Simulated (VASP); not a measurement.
Here is a VASP 6.6.1 calculation.

File INCAR:

```
SYSTEM = Sr
PREC = Accurate
ENCUT = 520
EDIFF = 1E-6
ISMEAR = 0
SIGMA = 0.1
LREAL = .FALSE.
LASPH = .TRUE.
NELM = 80
ALGO = Normal
ISIF = 2
LWAVE = .FALSE.
LCHARG = .TRUE.
GGA = PE
LELF = .TRUE.
LVHAR = .TRUE.
NBANDS = 11
```

Contents of KPOINTS:

```
Automatic mesh
0
G
  12 12 12
  0 0 0
```

File POSCAR:

```
Sr
1.0
   -2.5386355000      2.5386355000      2.5386355000
    2.5386355000     -2.5386355000      2.5386355000
    2.5386355000      2.5386355000     -2.5386355000
Sr
1
Direct
    0.0000000000      0.0000000000      0.0000000000
```

Potentials or basis: VASP PAW PBE potentials, release 64 (Sr_sv).

Run with:

```bash
$ cat potpaw_PBE.64/Sr_sv/POTCAR > POTCAR
$ mpirun -np 1 vasp_std > vasp.out
```

Task: What does it give for the band gap on the k mesh?

Result: Zero (bands 5 and 6 overlap by 0.28 eV).

Task: What does it give for the pressure?

Result: -1.6 GPa.

Caveat: the cell differs from its parent crystal (strained).
